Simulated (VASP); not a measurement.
CsSnI3:

```
Cs I Sn
1.0
     6.20570    0.00000    0.00000
     0.00000    6.20570    0.00000
     0.00000    0.00000    6.20570
Cs I Sn
1 3 1
Direct
  0.00000 0.00000 0.00000
  0.50000 0.50000 0.00000
  0.50000 0.00000 0.50000
  0.00000 0.50000 0.50000
  0.50000 0.50000 0.50000
```

* Program: VASP 6.6.1
* Task: relaxation of cell and atoms
* Functional: PBEsol
* Dispersion: D3(BJ)
* Potentials or basis: VASP PAW PBE potentials, release 64 (Cs_sv, I, Sn_d)
* Cutoff: 600 eV
* k mesh: 5 × 5 × 5
* Occupations: fermi-dirac, width 0.05 eV
* Spin: no spin polarisation

At the start: pressure -1.5 GPa; volume 47.80 Å³/atom.

Task: How do energy, volume and symmetry change on relaxing?

Result: Over 3 steps the energy falls by 21.1 meV/atom and the volume is 43.70 Å³/atom (-8.6 %); space group Pm-3m (No. 221, to 0.05 Å).

Step by step:
```
step  energy change (eV)  largest force (eV/Å)  pressure (GPa)  volume (Å³)
   1              0.0000                0.0000           -1.51       238.99
   2             -0.0973                0.0000           -0.47       223.69
   3             -0.1053                0.0000           -0.01       218.48
```

Final structure:
```yaml
crystal:
  lattice:
    - [6.02286, 0.00000, 0.00000]
    - [0.00000, 6.02286, 0.00000]
    - [0.00000, 0.00000, 6.02286]
  atoms:
    - { symbol: Cs, position: [0.00000, 0.00000, 0.00000] }
    - { symbol: I, position: [0.50000, 0.50000, 0.00000] }
    - { symbol: I, position: [0.50000, 0.00000, 0.50000] }
    - { symbol: I, position: [0.00000, 0.50000, 0.50000] }
    - { symbol: Sn, position: [0.50000, 0.50000, 0.50000] }
```

Caveat: the PAW data sets were made with another functional, which shifts forces and pressure a little.
